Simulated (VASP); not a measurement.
# Ta (P6_3/mmc) in VASP: a series of runs

The runs below take Ta through single point, relaxation of cell and atoms, with PBE.

All numbers are computed with VASP 6.6.1; they aren't measurements. Logs are shortened: lines on timing, memory, paths and dates and some standing lists are left out, and cuts for length are marked.

## Step 1: The cell of the first run

Symmetry: P6_3/mmc, No. 194, hexagonal system. Conventional cell: a = 2.902 Å, b = 2.902 Å, c = 5.138 Å, α = 90.00°, β = 90.00°, γ = 120.00°. Ta (site symmetry -6m2) has 12 Ta at 2.90 to 3.07 Å within 3.8 Å.

This isn't the form of Ta at room conditions, which is bcc.

## Step 2: Single point, PBE

INCAR reads:

```
PREC = Accurate
ENCUT = 520
EDIFF = 1E-6
ISMEAR = -1
SIGMA = 0.05
LREAL = False
LASPH = True
NELM = 80
ALGO = Normal
ISIF = 2
LWAVE = False
LCHARG = False
GGA = PE
NBANDS = 18
```

KPOINTS reads:

```
regular mesh
0
Gamma
  16 16 9
```

POSCAR reads:

```
Ta
1.0
    2.9021676318      0.0000000000      0.0000000000
   -1.4510838159      2.5133508951      0.0000000000
    0.0000000000      0.0000000000      5.1382404446
Ta
2
Direct
    0.3333333333      0.6666666667      0.2500000000
    0.6666666667      0.3333333333      0.7500000000
```

Potentials or basis: VASP PAW PBE potentials, release 64 (Ta_pv).

Started as:

```console
cat potpaw_PBE.64/Ta_pv/POTCAR > POTCAR
mpirun -np 1 vasp_std > vasp.out
```

OUTCAR:

```text
PREC = Accurate
   ENCUT = 520
   EDIFF = 1E-6
   ISMEAR = -1
   LREAL = False
   LASPH = True
   NELM = 80
   ISIF = 2
   GGA = PE

 ion  position               nearest neighbor table
   1  0.333  0.667  0.250-   2 3.07   2 3.07   2 3.07   2 3.07   2 3.07   2 3.07
   2  0.667  0.333  0.750-   1 3.07   1 3.07   1 3.07   1 3.07   1 3.07   1 3.07

  LATTYP: Found a hexagonal cell.
 ALAT       =     2.9021676318
 C/A-ratio  =     1.7704836855

  Lattice vectors:

 A1 = (   2.9021676318,   0.0000000000,   0.0000000000)
 A2 = (  -1.4510838159,   2.5133508951,   0.0000000000)
 A3 = (   0.0000000000,   0.0000000000,   5.1382404446)

Analysis of symmetry for initial positions (statically):
=====================================================================
 Subroutine PRICEL returns:
 Original cell was already a primitive cell.

 Routine SETGRP: Setting up the symmetry group for a
 hexagonal supercell.

 Subroutine GETGRP returns: Found 24 space group operations
 (whereof 12 operations were pure point group operations)
 out of a pool of 24 trial point group operations.

The static configuration has the point symmetry D_3d.
 The point group associated with its full space group is D_6h.

Analysis of symmetry for dynamics (positions and initial velocities):
=====================================================================
 Subroutine PRICEL returns:
 Original cell was already a primitive cell.

 Routine SETGRP: Setting up the symmetry group for a
 hexagonal supercell.

 Subroutine GETGRP returns: Found 24 space group operations
 (whereof 12 operations were pure point group operations)
 out of a pool of 24 trial point group operations.

The dynamic configuration has the point symmetry D_3d.
 The point group associated with its full space group is D_6h.

 Subroutine INISYM returns: Found 24 space group operations
 (whereof 12 operations are pure point group operations),
 and found     1 'primitive' translations

----------------------------------------------------------------------------------------

                                     Primitive cell

  volume of cell :      37.4792

  direct lattice vectors                    reciprocal lattice vectors
     2.902167632  0.000000000  0.000000000     0.344570034  0.198937602  0.000000000
    -1.451083816  2.513350895  0.000000000     0.000000000  0.397875204  0.000000000
     0.000000000  0.000000000  5.138240445     0.000000000  0.000000000  0.194619152

  length of vectors
     2.902167632  2.902167632  5.138240445     0.397875204  0.397875204  0.194619152

  position of ions in fractional coordinates (direct lattice)
     0.333333333  0.666666667  0.250000000
     0.666666667  0.333333333  0.750000000

  ion indices of the primitive-cell ions
   primitive index   ion index
                 1           1
                 2           2

----------------------------------------------------------------------------------------

 KPOINTS: regular mesh

Automatic generation of k-mesh.
 Grid dimensions read from file:
 generate k-points for:   16   16    9

 Generating k-lattice:

  Cartesian coordinates                     Fractional coordinates (reciprocal lattice)
     0.021535627  0.012433600  0.000000000     0.062500000 -0.000000000  0.000000000
     0.000000000  0.024867200  0.000000000     0.000000000  0.062500000  0.000000000
     0.000000000  0.000000000  0.021624350     0.000000000  0.000000000  0.111111111

  Length of vectors
     0.024867200  0.024867200  0.021624350

  Shift w.r.t. Gamma in fractional coordinates (k-lattice)
     0.000000000  0.000000000  0.000000000

 Subroutine IBZKPT returns following result:
 ===========================================

 Found    150 irreducible k-points:

 Following reciprocal coordinates:
            Coordinates               Weight
  0.000000  0.000000  0.000000      1.000000
  0.062500 -0.000000  0.000000      6.000000
  0.125000 -0.000000  0.000000      6.000000
  0.187500  0.000000  0.000000      6.000000
  0.250000 -0.000000  0.000000      6.000000
  0.312500 -0.000000  0.000000      6.000000
[... 16 lines left out ...]
  0.187500  0.187500  0.000000      6.000000
  0.250000  0.187500  0.000000     12.000000
 [... further k-points ...]
   k-points           NKPTS =    150   k-points in BZ     NKDIM =    150   number of bands    NBANDS=     18
   number of dos      NEDOS =    301   number of ions     NIONS =      2
   total plane-waves  NPLWV =  23040
   dimension x,y,z NGX =    24 NGY =   24 NGZ =   40
   dimension x,y,z NGXF=    48 NGYF=   48 NGZF=   80
   ions per type =               2
   NGX,Y,Z   is equivalent  to a cutoff of  13.75, 13.75, 12.94 a.u.
   NGXF,Y,Z  is equivalent  to a cutoff of  27.50, 27.50, 25.88 a.u.
 SYSTEM =  unknown system
   PREC   = accura    normal or accurate (medium, high low for compatibility)
   ISTART =      0    job   : 0-new  1-cont  2-samecut
   ICHARG =      2    charge: 1-file 2-atom 10-const
   ISPIN  =      1    spin polarized calculation?
   LNONCOLLINEAR =      F non collinear calculations
   LSORBIT =      F    spin-orbit coupling
   LASPH  =      T    aspherical Exc in radial PAW
   ENCUT  =  520.0 eV  38.22 Ry    6.18 a.u.   5.40  5.40  9.55*2*pi/ulx,y,z
   NELM   =     80;   NELMIN=  2; NELMDL= -5     # of ELM steps
   EDIFF  = 0.1E-05   stopping-criterion for ELM
   LREAL  =      F    real-space projection
   EDIFFG = 0.1E-04   stopping-criterion for IOM
   NSW    =      0    number of steps for IOM
   IBRION =     -1    ionic relax: 0-MD 1-quasi-New 2-CG
   NFREE  =      0    steps in history (QN), initial steepest desc. (CG)
   ISIF   =      2    stress and relaxation
   ISYM   =      2    0-nonsym 1-usesym 2-fastsym
   POTIM  = 0.5000    time-step for ionic-motion
   TEBEG  =    0.0;   TEEND  =   0.0 temperature during run
   PSTRESS=    0.0 pullay stress
   NELECT =      22.0000    total number of electrons
   NUPDOWN=      -1.0000    fix difference up-down
   EMIN   =  10.00;   EMAX   =-10.00  energy-range for DOS
   EFERMI =   0.00;   METHOD = LEGACY
   ISMEAR =    -1;   SIGMA  =   0.05  broadening in eV -4-tet -1-fermi 0-gaus
   EFERMI_NEDOS =   21; number of points for ismear=-14 and -15
   IALGO  =     38    algorithm
   IMIX   =      4    mixing-type and parameters
     AMIX     =   0.40;   BMIX     =  1.00
     AMIX_MAG =   1.60;   BMIX_MAG =  1.00
  volume/ion in A,a.u.               =      18.74       126.46
  Fermi-wavevector in a.u.,A,eV,Ry     =   1.370731  2.590307 25.564050  1.878905
  Thomas-Fermi vector in A             =   2.496491
   LORBIT       =      0    0 simple, 1 ext, 2 COOP (PROOUT), +10 PAW based schemes
   GGA     = PE    functional components
[... 5 lines left out ...]
 non-spin polarized calculation
  energy-cutoff  :      520.00
  volume of cell :       37.48
 maximum number of plane-waves:      1039
 NGX is ok and might be reduce to    24
   NGX = 11   NGY = 11   NGZ = 19

 number of electron      22.0000003 magnetization

 Free energy of the ion-electron system (eV)
  ---------------------------------------------------
  ext. energy  EPLUGINS =         0.00000000
  ---------------------------------------------------
  free energy    TOTEN  =       -23.07599122 eV

  energy without entropy =      -23.05454617  energy(sigma->0) =      -23.06526870

 E-fermi :   5.5889     XC(G=0): -12.4047

 val. band max:        5.5838774457   @ k =   0.3750   0.0000   0.0000
 cond. band min:       5.5926809006   @ k =   0.3750   0.1875   0.0000
 fundamental gap:      0.0088034549
 Fermi energy:         5.5889211297

 k-point     1 :       0.0000    0.0000    0.0000
  band No.  band energies     occupation
      1     -28.9645      2.00000
      2     -28.1300      2.00000
      3     -28.0357      2.00000
      4     -28.0357      2.00000
      5     -27.9500      2.00000
      6     -27.9500      2.00000
[... 10 lines left out ...]
     17      10.7346      0.00000
     18      10.7346      0.00000

 k-point     2 :       0.0625   -0.0000    0.0000
  band No.  band energies     occupation
      1     -28.9519      2.00000
      2     -28.1316      2.00000
      3     -28.0759      2.00000
      4     -28.0467      2.00000
      5     -27.9912      2.00000
      6     -27.9573      2.00000
[... 10 lines left out ...]
     17      10.8011      0.00000
     18      11.0690      0.00000

 k-point     3 :       0.1250   -0.0000    0.0000
  band No.  band energies     occupation
      1     -28.9153      2.00000
      2     -28.1899      2.00000
      3     -28.1369      2.00000
      4     -28.1068      2.00000
      5     -28.0776      2.00000
      6     -27.9784      2.00000
[... 10 lines left out ...]
     17      10.9428      0.00000
     18      11.8447      0.00000

 k-point     4 :       0.1875    0.0000    0.0000
  band No.  band energies     occupation
      1     -28.8580      2.00000
      2     -28.3586      2.00000
      3     -28.2745      2.00000
      4     -28.1473      2.00000
      5     -28.1227      2.00000
      6     -28.0106      2.00000
[... 375 lines left out ...]
      4     -28.3973      2.00000
      5     -28.2829      2.00000
      6     -28.2507      2.00000
[... 10 lines left out ...]
     17      13.3888      0.00000
     18      14.1997      0.00000

 k-point    23 :       0.1875    0.1875    0.0000
  band No.  band energies     occupation
      1     -28.6851      2.00000
      2     -28.6804      2.00000
      3     -28.6705      2.00000
      4     -28.2840      2.00000
      5     -28.1956      2.00000
      6     -28.1932      2.00000
[... 10 lines left out ...]
     17      10.7520      0.00000
     18      13.7409      0.00000

 k-point    24 :       0.2500    0.1875    0.0000
  band No.  band energies     occupation
      1     -28.8029      2.00000
      2     -28.7533      2.00000
      3     -28.6096      2.00000
      4     -28.3695      2.00000
      5     -28.2679      2.00000
      6     -28.2270      2.00000
[... 10 lines left out ...]
     17      11.9746      0.00000
     18      14.2903      0.00000

 [... further k-points ...]

------------------------ aborting loop because EDIFF is reached ----------------------------------------

  FORCE on cell =-STRESS in cart. coord.  units (eV):
  Direction    XX          YY          ZZ          XY          YZ          ZX
  --------------------------------------------------------------------------------------
  -------------------------------------------------------------------------------------
  Total        0.0123853      0.0123853      0.0160818      0.0000000     -0.0000000      0.0000000
  in kB        0.5294539      0.5294539      0.6874722      0.0000000     -0.0000000      0.0000000
  external PRESSURE =       0.5821267 kB  Pullay stress =       0.0000000 kB

 VOLUME and BASIS-vectors are now :
 -----------------------------------------------------------------------------
  energy-cutoff  :      520.00
  volume of cell :       37.48
      direct lattice vectors                 reciprocal lattice vectors
     2.902167632  0.000000000  0.000000000     0.344570034  0.198937602  0.000000000
    -1.451083816  2.513350895  0.000000000     0.000000000  0.397875204  0.000000000
     0.000000000  0.000000000  5.138240445     0.000000000  0.000000000  0.194619152

 POSITION                                       TOTAL-FORCE (eV/Angst)
 -----------------------------------------------------------------------------------
     -0.00000      1.67557      1.28456         0.000000      0.000000      0.000000
      1.45108      0.83778      3.85368        -0.000000      0.000000      0.000000
 -----------------------------------------------------------------------------------
    total drift:                               -0.000000      0.000000     -0.000000

  FREE ENERGIE OF THE ION-ELECTRON SYSTEM (eV)
  ---------------------------------------------------
  free  energy   TOTEN  =       -23.0759912229 eV

  energy  without entropy=      -23.0545461728  energy(sigma->0) =      -23.06526870
```

Run time: 60 s. Hardware: 1 thread of Intel Xeon Platinum 8259CL at 2.50GHz (Skylake/Cascade Lake), shared host; peak memory 0.22 GiB.

Results:

- Free energy: -23.0760 eV
- Pressure: 0.1 GPa
- Band gap on the k mesh: zero (bands 11 and 12 overlap by 1.83 eV)

Caveat: spin-orbit coupling is left out, which moves the levels of the heavy elements.

## Step 3: Single point, PBE

INCAR reads:

```
SYSTEM = Ta
PREC = Accurate ; ENCUT = 520
EDIFF = 1E-6 ; ISMEAR = -1
SIGMA = 0.05 ; LREAL = .FALSE.
LASPH = .TRUE. ; NELM = 60
ALGO = Normal ; ISIF = 2
LWAVE = .FALSE. ; LCHARG = .FALSE.
GGA = PE ; NBANDS = 18
```

KPOINTS reads:

```
Automatic mesh
0
G
  16 16 9
  0 0 0
```

POSCAR is that of step 2.

Potentials or basis: VASP PAW PBE potentials, release 64 (Ta_pv).

Started as:

```console
cat potpaw_PBE.64/Ta_pv/POTCAR > POTCAR
mpirun -np 1 vasp_std > vasp.out
```

Wall time 62 s (1 thread of Intel Xeon Platinum 8259CL at 2.50GHz (Skylake/Cascade Lake), shared host); peak memory 0.22 GiB.

Results (log left out):

| Quantity | Value |
| --- | --- |
| Free energy | -23.0760 eV |
| Pressure | 0.1 GPa |
| Band gap on the k mesh | zero (bands 11 and 12 overlap by 1.83 eV) |

Levels at points of the mesh, in eV from the Fermi level:
```
           k point  band 8  band 9  band 10  band 11  band 12  band 13  band 14  band 15
(0.00, 0.00, 0.00)   -4.88   -0.49    -0.06     0.60     0.60     1.18     1.18     2.94
(0.50, 0.00, 0.00)   -3.83   -3.32    -0.48    -0.32     0.54     0.83     5.59     6.40
```

Caveat: spin-orbit coupling is left out, which moves the levels of the heavy elements.

(Part 1 of 2 ends here.)
